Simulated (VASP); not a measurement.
# GaN (P2_1) in VASP: single point with r2SCAN

Aim: the single point of GaN with r2SCAN.

All numbers are computed with VASP 6.6.1; they aren't measurements. Logs are shortened: lines on timing, memory, paths and dates and some standing lists are left out, and cuts for length are marked.

**1. The cell of the first run**

Symmetry: P2_1, No. 4, monoclinic system. The conventional cell has a = 3.183 Å, b = 5.184 Å, c = 3.183 Å, α = 90.00°, β = 120.00°, γ = 90.00°. Ga (site symmetry 1) has 4 N at 1.87 to 2.02 Å within 2.5 Å. Within 2.5 Å of N (site symmetry 1) lie 4 Ga at 1.87 to 2.02 Å.

**2. Single point, r2SCAN (mode 10 (563.9 1/cm) frozen in, largest displacement +0.075 Å)**

POSCAR

```
GaN
1.0
    3.1830984305      0.0000000000      0.0000000000
   -1.5915492153      2.7566441036      0.0000000000
    0.0000000000      0.0000000000      5.1835962350
Ga N
2 2
Direct
    0.3371494190      0.6666666667      0.9991101043
    0.6628505810      0.3333333333      0.4991101043
    0.3568952814      0.6666666667      0.3758898957
    0.6431047186      0.3333333333      0.8758898957
```

INCAR.step1

```
SYSTEM = GaN
PREC     = Accurate       ! precision mode
ENCUT    = 520            ! plane-wave cutoff, eV
ISMEAR   = 0              ! smearing method
SIGMA    = 0.05           ! smearing width, eV
LREAL    = .FALSE.        ! projectors in reciprocal space
LASPH    = .TRUE.         ! aspherical terms in the spheres
NELM     = 80             ! most SCF steps
NBANDS   = 26             ! bands
GGA      = PE             ! functional
ALGO     = Normal         ! electronic algorithm
EDIFF    = 1E-4           ! SCF threshold, eV
LWAVE    = .TRUE.         ! write WAVECAR
LCHARG   = .FALSE.        ! write CHGCAR
```

INCAR.step2

```
SYSTEM = GaN
PREC     = Accurate       ! precision mode
ENCUT    = 520            ! plane-wave cutoff, eV
EDIFF    = 1E-6           ! SCF threshold, eV
ISMEAR   = 0              ! smearing method
SIGMA    = 0.05           ! smearing width, eV
LREAL    = .FALSE.        ! projectors in reciprocal space
LASPH    = .TRUE.         ! aspherical terms in the spheres
NELM     = 80             ! most SCF steps
ALGO     = Normal         ! electronic algorithm
ISIF     = 2              ! what is computed and relaxed
LWAVE    = .FALSE.        ! write WAVECAR
LCHARG   = .FALSE.        ! write CHGCAR
METAGGA  = R2SCAN         ! meta-GGA
LMIXTAU  = .TRUE.       
NBANDS   = 26             ! bands
ISTART   = 1
```

KPOINTS

```
regular mesh
0
G
  12 12 6
  0 0 0
```

Potentials or basis: VASP PAW PBE potentials, release 64 (Ga_d, N).

Launch:

```console
$ cat potpaw_PBE.64/Ga_d/POTCAR potpaw_PBE.64/N/POTCAR > POTCAR
$ cp INCAR.step1 INCAR
$ mpirun -np 1 vasp_std > vasp.out
$ cp INCAR.step2 INCAR
$ mpirun -np 1 vasp_std > vasp.out
```

OUTCAR:

```text
SYSTEM = GaN
   PREC = Accurate
   ENCUT = 520
   EDIFF = 1E-6
   ISMEAR = 0
   LREAL = .FALSE.
   LASPH = .TRUE.
   NELM = 80
   ISIF = 2
   METAGGA = R2SCAN
   ISTART = 1

 ion  position               nearest neighbor table
   1  0.337  0.667  0.999-   4 1.87   4 1.95   3 1.95   4 2.02
   2  0.663  0.333  0.499-   3 1.87   3 1.95   4 1.95   3 2.02
   3  0.357  0.667  0.376-   2 1.87   2 1.95   1 1.95   2 2.02
   4  0.643  0.333  0.876-   1 1.87   1 1.95   2 1.95   1 2.02

  LATTYP: Found a hexagonal cell.
 ALAT       =     3.1830984305
 C/A-ratio  =     1.6284750058

  Lattice vectors:

 A1 = (   3.1830984305,   0.0000000000,   0.0000000000)
 A2 = (  -1.5915492153,   2.7566441036,   0.0000000000)
 A3 = (   0.0000000000,   0.0000000000,   5.1835962350)

Analysis of symmetry for initial positions (statically):
=====================================================================
 Subroutine PRICEL returns:
 Original cell was already a primitive cell.

 Routine SETGRP: Setting up the symmetry group for a
 hexagonal supercell.

 Subroutine GETGRP returns: Found  2 space group operations
 (whereof  1 operations were pure point group operations)
 out of a pool of 24 trial point group operations.

The static configuration has the point symmetry C_1 .
 The point group associated with its full space group is C_2 .

Analysis of symmetry for dynamics (positions and initial velocities):
=====================================================================
 Subroutine PRICEL returns:
 Original cell was already a primitive cell.

 Routine SETGRP: Setting up the symmetry group for a
 hexagonal supercell.

 Subroutine GETGRP returns: Found  2 space group operations
 (whereof  1 operations were pure point group operations)
 out of a pool of 24 trial point group operations.

The dynamic configuration has the point symmetry C_1 .
 The point group associated with its full space group is C_2 .

 Subroutine INISYM returns: Found  2 space group operations
 (whereof  1 operations are pure point group operations),
 and found     1 'primitive' translations

----------------------------------------------------------------------------------------

                                     Primitive cell

  volume of cell :      45.4843

  direct lattice vectors                    reciprocal lattice vectors
     3.183098430  0.000000000  0.000000000     0.314159308  0.181379961  0.000000000
    -1.591549215  2.756644104  0.000000000     0.000000000  0.362759922  0.000000000
     0.000000000  0.000000000  5.183596235     0.000000000  0.000000000  0.192916260

  length of vectors
     3.183098430  3.183098431  5.183596235     0.362759922  0.362759922  0.192916260

  position of ions in fractional coordinates (direct lattice)
     0.337149419  0.666666667  0.999110104
     0.662850581  0.333333333  0.499110104
     0.356895281  0.666666667  0.375889896
     0.643104719  0.333333333  0.875889896

  ion indices of the primitive-cell ions
   primitive index   ion index
                 1           1
                 2           2
                 3           3
                 4           4

----------------------------------------------------------------------------------------

 KPOINTS: regular mesh

Automatic generation of k-mesh.
 Grid dimensions read from file:
 generate k-points for:   12   12    6

 Generating k-lattice:

  Cartesian coordinates                     Fractional coordinates (reciprocal lattice)
     0.026179942  0.015114997  0.000000000     0.083333333  0.000000000  0.000000000
     0.000000000  0.030229993  0.000000000     0.000000000  0.083333333  0.000000000
     0.000000000  0.000000000  0.032152710     0.000000000  0.000000000  0.166666667

  Length of vectors
     0.030229994  0.030229993  0.032152710

  Shift w.r.t. Gamma in fractional coordinates (k-lattice)
     0.000000000  0.000000000  0.000000000

 Subroutine IBZKPT returns following result:
 ===========================================

 Found    296 irreducible k-points:

 Following reciprocal coordinates:
            Coordinates               Weight
  0.000000  0.000000  0.000000      1.000000
  0.083333  0.000000  0.000000      2.000000
  0.000000  0.083333  0.000000      2.000000
 -0.083333  0.083333  0.000000      2.000000
  0.166667 -0.000000  0.000000      2.000000
  0.000000  0.166667  0.000000      2.000000
[... 16 lines left out ...]
  0.166667  0.083333  0.000000      2.000000
 -0.083333  0.250000  0.000000      2.000000
 [... further k-points ...]
   k-points           NKPTS =    296   k-points in BZ     NKDIM =    296   number of bands    NBANDS=     26
   number of dos      NEDOS =    301   number of ions     NIONS =      4
   total plane-waves  NPLWV =  23040
   dimension x,y,z NGX =    24 NGY =   24 NGZ =   40
   dimension x,y,z NGXF=    48 NGYF=   48 NGZF=   80
   ions per type =               2   2
   NGX,Y,Z   is equivalent  to a cutoff of  12.53, 12.53, 12.83 a.u.
   NGXF,Y,Z  is equivalent  to a cutoff of  25.07, 25.07, 25.66 a.u.
 SYSTEM =  GaN
   PREC   = accura    normal or accurate (medium, high low for compatibility)
   ISTART =      1    job   : 0-new  1-cont  2-samecut
   ICHARG =      0    charge: 1-file 2-atom 10-const
   ISPIN  =      1    spin polarized calculation?
   LNONCOLLINEAR =      F non collinear calculations
   LSORBIT =      F    spin-orbit coupling
   LASPH  =      T    aspherical Exc in radial PAW
   ENCUT  =  520.0 eV  38.22 Ry    6.18 a.u.   5.92  5.92  9.64*2*pi/ulx,y,z
   NELM   =     80;   NELMIN=  2; NELMDL=  0     # of ELM steps
   EDIFF  = 0.1E-05   stopping-criterion for ELM
   LREAL  =      F    real-space projection
   EDIFFG = 0.1E-04   stopping-criterion for IOM
   NSW    =      0    number of steps for IOM
   IBRION =     -1    ionic relax: 0-MD 1-quasi-New 2-CG
   NFREE  =      0    steps in history (QN), initial steepest desc. (CG)
   ISIF   =      2    stress and relaxation
   ISYM   =      2    0-nonsym 1-usesym 2-fastsym
   POTIM  = 0.5000    time-step for ionic-motion
   TEBEG  =    0.0;   TEEND  =   0.0 temperature during run
   PSTRESS=    0.0 pullay stress
   NELECT =      36.0000    total number of electrons
   NUPDOWN=      -1.0000    fix difference up-down
   EMIN   =  10.00;   EMAX   =-10.00  energy-range for DOS
   EFERMI =   0.00;   METHOD = LEGACY
   ISMEAR =     0;   SIGMA  =   0.05  broadening in eV -4-tet -1-fermi 0-gaus
   EFERMI_NEDOS =   21; number of points for ismear=-14 and -15
   IALGO  =     38    algorithm
   IMIX   =      4    mixing-type and parameters
     AMIX     =   0.40;   BMIX     =  1.00
     AMIX_MAG =   1.60;   BMIX_MAG =  1.00
  volume/ion in A,a.u.               =      11.37        76.74
  Fermi-wavevector in a.u.,A,eV,Ry     =   1.514334  2.861676 31.200984  2.293208
  Thomas-Fermi vector in A             =   2.624005
   LORBIT       =      0    0 simple, 1 ext, 2 COOP (PROOUT), +10 PAW based schemes
   METAGGA = R2SCAN    functional components
   LHFCALC =     F    Hartree Fock is set to
   AEXX    =    0.0000 exact exchange contribution
   IVDW    =     0    specifies the selected vdW correction
   LEPSILON=     F    determine dielectric tensor
   LRPA    =     F    only Hartree local field effects (RPA)
 non-spin polarized calculation
 Gauss-broadening in eV      SIGMA  =   0.05
  energy-cutoff  :      520.00
  volume of cell :       45.48
 maximum number of plane-waves:      1248
   NGX = 11   NGY = 11   NGZ = 19

 number of electron      35.9999993 magnetization

 Free energy of the ion-electron system (eV)
  ---------------------------------------------------
  ext. energy  EPLUGINS =         0.00000000
  ---------------------------------------------------
  free energy    TOTEN  =       -43.71409342 eV

  energy without entropy =      -43.71409342  energy(sigma->0) =      -43.71409342

 E-fermi :   5.3613     XC(G=0): -12.6624

 val. band max:        5.1661813798   @ k =   0.0000   0.0000   0.0000
 cond. band min:       7.4366293048   @ k =   0.0000   0.0000   0.0000
 fundamental gap:      2.2704479250
 Fermi energy:         5.3612844900

 k-point     1 :       0.0000    0.0000    0.0000
  band No.  band energies     occupation
      1     -11.7363      2.00000
      2     -10.7359      2.00000
      3      -8.7478      2.00000
      4      -8.7409      2.00000
      5      -8.6977      2.00000
      6      -8.6644      2.00000
[... 18 lines left out ...]
     25      16.9945      0.00000
     26      18.2900      0.00000

 k-point     2 :       0.0833    0.0000    0.0000
  band No.  band energies     occupation
      1     -11.6695      2.00000
      2     -10.7158      2.00000
      3      -8.7391      2.00000
      4      -8.7345      2.00000
      5      -8.6806      2.00000
      6      -8.6492      2.00000
[... 18 lines left out ...]
     25      16.7367      0.00000
     26      18.3717      0.00000

 k-point     3 :       0.0000    0.0833    0.0000
  band No.  band energies     occupation
      1     -11.6669      2.00000
      2     -10.7148      2.00000
      3      -8.7423      2.00000
      4      -8.7247      2.00000
      5      -8.6864      2.00000
      6      -8.6472      2.00000
[... 18 lines left out ...]
     25      17.0248      0.00000
     26      18.1955      0.00000

 k-point     4 :      -0.0833    0.0833    0.0000
  band No.  band energies     occupation
      1     -11.6650      2.00000
      2     -10.7148      2.00000
      3      -8.7413      2.00000
      4      -8.7164      2.00000
      5      -8.6864      2.00000
      6      -8.6560      2.00000
[... 18 lines left out ...]
     25      17.1864      0.00000
     26      17.9110      0.00000

 k-point     5 :       0.1667   -0.0000    0.0000
  band No.  band energies     occupation
      1     -11.4865      2.00000
      2     -10.6652      2.00000
      3      -8.7185      2.00000
      4      -8.7130      2.00000
      5      -8.6377      2.00000
      6      -8.6121      2.00000
[... 18 lines left out ...]
     25      17.0316      0.00000
     26      18.5352      0.00000

 k-point     6 :       0.0000    0.1667    0.0000
  band No.  band energies     occupation
      1     -11.4761      2.00000
      2     -10.6615      2.00000
      3      -8.7155      2.00000
      4      -8.6934      2.00000
      5      -8.6484      2.00000
      6      -8.6074      2.00000
[... 427 lines left out ...]
 k-point    21 :      -0.0833    0.1667    0.0000
  band No.  band energies     occupation
      1     -11.5308      2.00000
      2     -10.6771      2.00000
      3      -8.7155      2.00000
      4      -8.6844      2.00000
      5      -8.6647      2.00000
      6      -8.6272      2.00000
[... 18 lines left out ...]
     25      17.2386      0.00000
     26      18.0298      0.00000

 k-point    22 :      -0.1667    0.0833    0.0000
  band No.  band energies     occupation
      1     -11.5381      2.00000
      2     -10.6797      2.00000
      3      -8.7227      2.00000
      4      -8.7015      2.00000
      5      -8.6501      2.00000
      6      -8.6353      2.00000
[... 18 lines left out ...]
     25      16.7575      0.00000
     26      18.2266      0.00000

 k-point    23 :       0.1667    0.0833    0.0000
  band No.  band energies     occupation
      1     -11.3283      2.00000
      2     -10.6248      2.00000
      3      -8.7072      2.00000
      4      -8.6951      2.00000
      5      -8.6135      2.00000
      6      -8.5913      2.00000
[... 18 lines left out ...]
     25      17.3208      0.00000
     26      18.5585      0.00000

 k-point    24 :      -0.0833    0.2500    0.0000
  band No.  band energies     occupation
      1     -11.3029      2.00000
      2     -10.6209      2.00000
      3      -8.6821      2.00000
      4      -8.6628      2.00000
      5      -8.6069      2.00000
      6      -8.5577      2.00000
[... 18 lines left out ...]
     25      17.2044      0.00000
     26      18.7983      0.00000

 [... further k-points ...]
[... 5 lines left out ...]
  --------------------------------------------------------------------------------------
  -------------------------------------------------------------------------------------
  Total        0.7993231      0.5181571      0.4025395     -1.7087004      0.0000000      0.0000000
  in kB       28.1560041     18.2519841     14.1793756    -60.1886461      0.0000000      0.0000000
  external PRESSURE =      20.1957879 kB  Pullay stress =       0.0000000 kB

 VOLUME and BASIS-vectors are now :
 -----------------------------------------------------------------------------
  energy-cutoff  :      520.00
  volume of cell :       45.48
      direct lattice vectors                 reciprocal lattice vectors
     3.183098430  0.000000000  0.000000000     0.314159308  0.181379961  0.000000000
    -1.591549215  2.756644104  0.000000000     0.000000000  0.362759922  0.000000000
     0.000000000  0.000000000  5.183596235     0.000000000  0.000000000  0.192916260

 POSITION                                       TOTAL-FORCE (eV/Angst)
 -----------------------------------------------------------------------------------
      0.01215      1.83776      5.17898        -1.030080      0.181180      0.121975
      1.57940      0.91888      2.58719         1.030080     -0.181180      0.121975
      0.07500      1.83776      1.94846        -1.265401      0.197565     -0.121975
      1.51655      0.91888      4.54026         1.265401     -0.197565     -0.121975
 -----------------------------------------------------------------------------------
    total drift:                                0.000003      0.000005      0.036492

  FREE ENERGIE OF THE ION-ELECTRON SYSTEM (eV)
  ---------------------------------------------------
  free  energy   TOTEN  =       -43.7140934245 eV

  energy  without entropy=      -43.7140934245  energy(sigma->0) =      -43.71409342
```

Wall time 29 min (1 thread of AMD EPYC 7R13, shared host); peak memory 0.37 GiB.

Results:

| Item | Value |
| --- | --- |
| Free energy | -43.7141 eV |
| Pressure | 2.0 GPa |
| Largest force | 1.287 eV/Å |
| Band gap on the k mesh | 2.27 eV, direct |

Forces on the atoms (eV/Å):
```
Ga  -1.030  0.181  0.122
Ga   1.030 -0.181  0.122
N   -1.265  0.198 -0.122
N    1.265 -0.198 -0.122
```

Caveat: the cell differs from its parent crystal (mode 10 (563.9 1/cm) frozen in, largest displacement +0.075 Å); the PAW data sets were made with another functional, which shifts forces and pressure a little.
